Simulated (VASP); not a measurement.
# Si (I4/mmm) in VASP: further runs

Runs on Si. Level: r2SCAN. Tasks: single point.

All numbers are computed with VASP 6.6.1; they aren't measurements. Logs are shortened: lines on timing, memory, paths and dates and some standing lists are left out, and cuts for length are marked.

### 1 The cell of the first run

Symmetry: I4/mmm, No. 139, tetragonal system. The conventional cell has a = 3.254 Å, b = 3.254 Å, c = 2.561 Å, α = 90.00°, β = 90.00°, γ = 90.00°. Si (site symmetry 4/mmm) has 14 Si at 2.56 to 3.25 Å within 3.4 Å.

### 2 Single point, r2SCAN (strain +0.000 along x and y, -0.030 along z)

File POSCAR:

```
Si
1.0
   -1.6269149300      1.6269149300      1.2807199545
    1.6269149300     -1.6269149300      1.2807199545
    1.6269149300      1.6269149300     -1.2807199545
Si
1
Direct
    0.0000000000      0.0000000000      0.0000000000
```

File INCAR.step1:

```
SYSTEM = Si
PREC     = Accurate       ! precision mode
ENCUT    = 520            ! plane-wave cutoff, eV
ISMEAR   = 0              ! smearing method
SIGMA    = 0.15           ! smearing width, eV
LREAL    = .False.        ! projectors in reciprocal space
LASPH    = .True.         ! aspherical terms in the spheres
NELM     = 80             ! most SCF steps
NBANDS   = 8              ! bands
GGA      = PE             ! functional
ALGO     = Normal         ! electronic algorithm
EDIFF    = 1E-4           ! SCF threshold, eV
LWAVE    = .True.         ! write WAVECAR
LCHARG   = .False.        ! write CHGCAR
```

File INCAR.step2:

```
SYSTEM = Si
PREC     = Accurate       ! precision mode
ENCUT    = 520            ! plane-wave cutoff, eV
EDIFF    = 1E-7           ! SCF threshold, eV
ISMEAR   = 0              ! smearing method
SIGMA    = 0.15           ! smearing width, eV
LREAL    = .False.        ! projectors in reciprocal space
LASPH    = .True.         ! aspherical terms in the spheres
NELM     = 80             ! most SCF steps
ALGO     = Normal         ! electronic algorithm
ISIF     = 2              ! what is computed and relaxed
LWAVE    = .False.        ! write WAVECAR
LCHARG   = .False.        ! write CHGCAR
METAGGA  = R2SCAN         ! meta-GGA
LMIXTAU  = .True.       
NBANDS   = 8              ! bands
ISTART   = 1
```

File KPOINTS:

```
Automatic mesh
0
Gamma
  22 22 22
  0 0 0
```

Potentials or basis: VASP PAW PBE potentials, release 64 (Si).

The run is started by

```
> cat potpaw_PBE.64/Si/POTCAR > POTCAR
> cp INCAR.step1 INCAR
> mpirun -np 1 vasp_std > vasp.out
> cp INCAR.step2 INCAR
> mpirun -np 1 vasp_std > vasp.out
```

OUTCAR:

```text
SYSTEM = Si
   PREC = Accurate
   ENCUT = 520
   EDIFF = 1E-7
   ISMEAR = 0
   LREAL = .False.
   LASPH = .True.
   NELM = 80
   ISIF = 2
   METAGGA = R2SCAN
   ISTART = 1

 ion  position               nearest neighbor table
   1  0.000  0.000  0.000-

  LATTYP: Found a body centered tetragonal cell.
 ALAT       =     3.2538298600
 C/A-ratio  =     0.7872076965

  Lattice vectors:

 A1 = (  -1.6269149300,   1.6269149300,   1.2807199545)
 A2 = (   1.6269149300,  -1.6269149300,   1.2807199545)
 A3 = (   1.6269149300,   1.6269149300,  -1.2807199545)

Analysis of symmetry for initial positions (statically):
=====================================================================
 Subroutine PRICEL returns:
 Original cell was already a primitive cell.

 Routine SETGRP: Setting up the symmetry group for a
 body centered tetragonal supercell.

 Subroutine GETGRP returns: Found 16 space group operations
 (whereof 16 operations were pure point group operations)
 out of a pool of 16 trial point group operations.

The static configuration has the point symmetry D_4h.

Analysis of symmetry for dynamics (positions and initial velocities):
=====================================================================
 Subroutine PRICEL returns:
 Original cell was already a primitive cell.

 Routine SETGRP: Setting up the symmetry group for a
 body centered tetragonal supercell.

 Subroutine GETGRP returns: Found 16 space group operations
 (whereof 16 operations were pure point group operations)
 out of a pool of 16 trial point group operations.

The dynamic configuration has the point symmetry D_4h.

 Subroutine INISYM returns: Found 16 space group operations
 (whereof 16 operations are pure point group operations),
 and found     1 'primitive' translations

----------------------------------------------------------------------------------------

                                     Primitive cell

  volume of cell :      13.5595

  direct lattice vectors                    reciprocal lattice vectors
    -1.626914930  1.626914930  1.280719955     0.000000000  0.307330144  0.390405411
     1.626914930 -1.626914930  1.280719955     0.307330144  0.000000000  0.390405411
     1.626914930  1.626914930 -1.280719955     0.307330144  0.307330144  0.000000000

  length of vectors
     2.633239066  2.633239066  2.633239066     0.496858332  0.496858332  0.434630458

  position of ions in fractional coordinates (direct lattice)
     0.000000000  0.000000000  0.000000000

  ion indices of the primitive-cell ions
   primitive index   ion index
                 1           1

----------------------------------------------------------------------------------------

 KPOINTS: Automatic mesh

Automatic generation of k-mesh.
 Grid dimensions read from file:
 generate k-points for:   22   22   22

 Generating k-lattice:

  Cartesian coordinates                     Fractional coordinates (reciprocal lattice)
     0.000000000  0.013969552  0.017745700     0.045454545  0.000000000 -0.000000000
     0.013969552  0.000000000  0.017745700     0.000000000  0.045454545 -0.000000000
     0.013969552  0.013969552  0.000000000     0.000000000  0.000000000  0.045454545

  Length of vectors
     0.022584470  0.022584470  0.019755930

  Shift w.r.t. Gamma in fractional coordinates (k-lattice)
     0.000000000  0.000000000  0.000000000

 Subroutine IBZKPT returns following result:
 ===========================================

 Found    834 irreducible k-points:

 Following reciprocal coordinates:
            Coordinates               Weight
  0.000000  0.000000  0.000000      1.000000
  0.045455  0.000000  0.000000      8.000000
  0.090909  0.000000  0.000000      8.000000
  0.136364  0.000000 -0.000000      8.000000
  0.181818  0.000000  0.000000      8.000000
  0.227273 -0.000000  0.000000      8.000000
[... 16 lines left out ...]
  0.500000  0.045455  0.000000     16.000000
 -0.454545  0.045455 -0.000000     16.000000
 [... further k-points ...]
   k-points           NKPTS =    834   k-points in BZ     NKDIM =    834   number of bands    NBANDS=      8
   number of dos      NEDOS =    301   number of ions     NIONS =      1
   total plane-waves  NPLWV =   8000
   dimension x,y,z NGX =    20 NGY =   20 NGZ =   20
   dimension x,y,z NGXF=    40 NGYF=   40 NGZF=   40
   ions per type =               1
   NGX,Y,Z   is equivalent  to a cutoff of  12.63, 12.63, 12.63 a.u.
   NGXF,Y,Z  is equivalent  to a cutoff of  25.25, 25.25, 25.25 a.u.
 SYSTEM =  Si
   PREC   = accura    normal or accurate (medium, high low for compatibility)
   ISTART =      1    job   : 0-new  1-cont  2-samecut
   ICHARG =      0    charge: 1-file 2-atom 10-const
   ISPIN  =      1    spin polarized calculation?
   LNONCOLLINEAR =      F non collinear calculations
   LSORBIT =      F    spin-orbit coupling
   LASPH  =      T    aspherical Exc in radial PAW
   ENCUT  =  520.0 eV  38.22 Ry    6.18 a.u.   4.90  4.90  4.90*2*pi/ulx,y,z
   NELM   =     80;   NELMIN=  2; NELMDL=  0     # of ELM steps
   EDIFF  = 0.1E-06   stopping-criterion for ELM
   LREAL  =      F    real-space projection
   EDIFFG = 0.1E-05   stopping-criterion for IOM
   NSW    =      0    number of steps for IOM
   IBRION =     -1    ionic relax: 0-MD 1-quasi-New 2-CG
   NFREE  =      0    steps in history (QN), initial steepest desc. (CG)
   ISIF   =      2    stress and relaxation
   ISYM   =      2    0-nonsym 1-usesym 2-fastsym
   POTIM  = 0.5000    time-step for ionic-motion
   TEBEG  =    0.0;   TEEND  =   0.0 temperature during run
   PSTRESS=    0.0 pullay stress
   NELECT =       4.0000    total number of electrons
   NUPDOWN=      -1.0000    fix difference up-down
   EMIN   =  10.00;   EMAX   =-10.00  energy-range for DOS
   EFERMI =   0.00;   METHOD = LEGACY
   ISMEAR =     0;   SIGMA  =   0.15  broadening in eV -4-tet -1-fermi 0-gaus
   EFERMI_NEDOS =   21; number of points for ismear=-14 and -15
   IALGO  =     38    algorithm
   IMIX   =      4    mixing-type and parameters
     AMIX     =   0.40;   BMIX     =  1.00
     AMIX_MAG =   1.60;   BMIX_MAG =  1.00
  volume/ion in A,a.u.               =      13.56        91.50
  Fermi-wavevector in a.u.,A,eV,Ry     =   1.089800  2.059424 16.159156  1.187664
  Thomas-Fermi vector in A             =   2.226011
   LORBIT       =      0    0 simple, 1 ext, 2 COOP (PROOUT), +10 PAW based schemes
   METAGGA = R2SCAN    functional components
   LHFCALC =     F    Hartree Fock is set to
   AEXX    =    0.0000 exact exchange contribution
   IVDW    =     0    specifies the selected vdW correction
   LEPSILON=     F    determine dielectric tensor
   LRPA    =     F    only Hartree local field effects (RPA)
 non-spin polarized calculation
 Gauss-broadening in eV      SIGMA  =   0.15
  energy-cutoff  :      520.00
  volume of cell :       13.56
 maximum number of plane-waves:       380
   NGX =  9   NGY =  9   NGZ =  9

 number of electron       4.0000000 magnetization

 Free energy of the ion-electron system (eV)
  ---------------------------------------------------
  ext. energy  EPLUGINS =         0.00000000
  ---------------------------------------------------
  free energy    TOTEN  =        -8.09277415 eV

  energy without entropy =       -8.08871571  energy(sigma->0) =       -8.09074493

 E-fermi :  11.0566     XC(G=0): -12.2116

 val. band max:       11.0552450030   @ k =   0.4091   0.2727   0.0909
 cond. band min:      11.0589010757   @ k =   0.3182   0.1818   0.0455
 fundamental gap:      0.0036560727
 Fermi energy:        11.0566126320

 k-point     1 :       0.0000    0.0000    0.0000
  band No.  band energies     occupation
      1      -4.9310      2.00000
      2      20.7569      0.00000
      3      21.7683      0.00000
      4      21.7683      0.00000
      5      24.5595      0.00000
      6      27.1268      0.00000
      7      27.9835      0.00000
      8      27.9835      0.00000

 k-point     2 :       0.0455    0.0000    0.0000
  band No.  band energies     occupation
      1      -4.8523      2.00000
      2      20.0643      0.00000
      3      21.5188      0.00000
      4      22.5503      0.00000
      5      24.3897      0.00000
      6      26.8287      0.00000
      7      27.4541      0.00000
      8      27.9206      0.00000

 k-point     3 :       0.0909    0.0000    0.0000
  band No.  band energies     occupation
      1      -4.6165      2.00000
      2      19.1463      0.00000
      3      20.9586      0.00000
      4      23.2170      0.00000
      5      23.6143      0.00000
      6      26.4830      0.00000
      7      26.6418      0.00000
      8      27.9787      0.00000

 k-point     4 :       0.1364    0.0000   -0.0000
  band No.  band energies     occupation
      1      -4.2241      2.00000
      2      18.3275      0.00000
      3      20.3142      0.00000
      4      21.2145      0.00000
      5      23.8080      0.00000
      6      26.2314      0.00000
      7      26.4098      0.00000
      8      28.7211      0.00000

 k-point     5 :       0.1818    0.0000    0.0000
  band No.  band energies     occupation
      1      -3.6759      2.00000
      2      17.6365      0.00000
      3      18.8779      0.00000
      4      19.7797      0.00000
      5      22.8390      0.00000
      6      25.4624      0.00000
      7      27.6774      0.00000
      8      29.9261      0.00000
[... 177 lines left out ...]
 k-point    22 :       0.4545    0.0455    0.0000
  band No.  band energies     occupation
      1       3.6928      2.00000
      2       5.2276      2.00000
      3      15.6864      0.00000
      4      16.8927      0.00000
      5      18.9736      0.00000
      6      21.6584      0.00000
      7      30.3080      0.00000
      8      34.8218      0.00000

 k-point    23 :       0.5000    0.0455    0.0000
  band No.  band energies     occupation
      1       3.3615      2.00000
      2       5.5919      2.00000
      3      15.3645      0.00000
      4      17.1716      0.00000
      5      18.8920      0.00000
      6      21.8515      0.00000
      7      30.8376      0.00000
      8      34.3360      0.00000

 k-point    24 :      -0.4545    0.0455   -0.0000
  band No.  band energies     occupation
      1       1.9123      2.00000
      2       7.3472      2.00000
      3      15.1692      0.00000
      4      17.5200      0.00000
      5      18.9738      0.00000
      6      22.2343      0.00000
      7      31.2175      0.00000
      8      34.2531      0.00000

 [... further k-points ...]

------------------------ aborting loop because EDIFF is reached ----------------------------------------

  FORCE on cell =-STRESS in cart. coord.  units (eV):
  Direction    XX          YY          ZZ          XY          YZ          ZX
  --------------------------------------------------------------------------------------
  -------------------------------------------------------------------------------------
  Total        0.2818491      0.2818491      0.2728271      0.0000000      0.0000000      0.0000000
  in kB       33.3029998     33.3029998     32.2369657      0.0000000      0.0000000      0.0000000
  external PRESSURE =      32.9476551 kB  Pullay stress =       0.0000000 kB

 VOLUME and BASIS-vectors are now :
 -----------------------------------------------------------------------------
  energy-cutoff  :      520.00
  volume of cell :       13.56
      direct lattice vectors                 reciprocal lattice vectors
    -1.626914930  1.626914930  1.280719955     0.000000000  0.307330144  0.390405411
     1.626914930 -1.626914930  1.280719955     0.307330144  0.000000000  0.390405411
     1.626914930  1.626914930 -1.280719955     0.307330144  0.307330144  0.000000000

 POSITION                                       TOTAL-FORCE (eV/Angst)
 -----------------------------------------------------------------------------------
      0.00000      0.00000      0.00000         0.000000      0.000000      0.000000
 -----------------------------------------------------------------------------------
    total drift:                                0.000000      0.000000      0.000000

  FREE ENERGIE OF THE ION-ELECTRON SYSTEM (eV)
  ---------------------------------------------------
  free  energy   TOTEN  =        -8.0927741499 eV

  energy  without entropy=       -8.0887157101  energy(sigma->0) =       -8.09074493
```

It took 6.8 min on 1 thread of Intel Xeon 8259CL, shared host; peak memory 0.19 GiB.

What came out:

| Quantity | Value |
| --- | --- |
| Free energy | -8.0928 eV |
| Pressure | 3.3 GPa |
| Band gap on the k mesh | zero (bands 2 and 3 overlap by 14.16 eV) |

Caveat: the cell differs from its parent crystal (strain +0.000 along x and y, -0.030 along z); the cell stands under pressure; the PAW data sets were made with another functional, which shifts forces and pressure a little.

### 3 Single point, r2SCAN (strain -0.015 along x and y, +0.000 along z)

File POSCAR:

```
Si
1.0
   -1.6025112060      1.6025112060      1.3203298500
    1.6025112060     -1.6025112060      1.3203298500
    1.6025112060      1.6025112060     -1.3203298500
Si
1
Direct
    0.0000000000      0.0000000000      0.0000000000
```

File INCAR.step1:

```
  ALGO = Normal
  EDIFF = 1E-4
  ENCUT = 520
  GGA = PE
  ISMEAR = 0
  LASPH = True
  LCHARG = False
  LREAL = False
  LWAVE = True
  NBANDS = 8
  NELM = 100
  PREC = Accurate
  SIGMA = 0.15
```

File INCAR.step2:

```
  ALGO = Normal
  EDIFF = 1E-6
  ENCUT = 520
  ISIF = 2
  ISMEAR = 0
  ISTART = 1
  LASPH = True
  LCHARG = False
  LMIXTAU = True
  LREAL = False
  LWAVE = False
  METAGGA = R2SCAN
  NBANDS = 8
  NELM = 100
  PREC = Accurate
  SIGMA = 0.15
```

File KPOINTS:

```
k-points
0
Gamma
  22 22 22
```

Potentials or basis: VASP PAW PBE potentials, release 64 (Si).

The run is started by

```
> cat potpaw_PBE.64/Si/POTCAR > POTCAR
> cp INCAR.step1 INCAR
> mpirun -np 1 vasp_std > vasp.out
> cp INCAR.step2 INCAR
> mpirun -np 1 vasp_std > vasp.out
```

It took 5.3 min on 1 thread of Intel Xeon 8259CL, shared host; peak memory 0.19 GiB.

The run converged. Its results:

| Item | Value |
| --- | --- |
| Free energy | -8.0884 eV |
| Pressure | 3.0 GPa |
| Band gap on the k mesh | zero (bands 2 and 3 overlap by 14.59 eV) |

Stress tensor (GPa, compression positive):
```
4.31 0.00 0.00
0.00 4.31 0.00
0.00 0.00 0.35
```

Levels at points of the mesh, in eV from the Fermi level:
```csv
k point,band 1,band 2,band 3,band 4,band 5,band 6
"(0.00, 0.00, 0.00)",-15.96,10.39,11.42,11.42,14.30,15.35
"(0.50, 0.00, 0.00)",-7.18,-6.50,5.34,6.64,7.38,10.32
"(0.50, 0.50, 0.00)",-9.00,-8.14,9.75,11.91,12.63,12.81
"(0.50, 0.50, 0.50)",-2.56,-2.56,-1.00,1.13,4.19,6.84
```

Caveat: the cell differs from its parent crystal (strain -0.015 along x and y, +0.000 along z); the PAW data sets were made with another functional, which shifts forces and pressure a little.
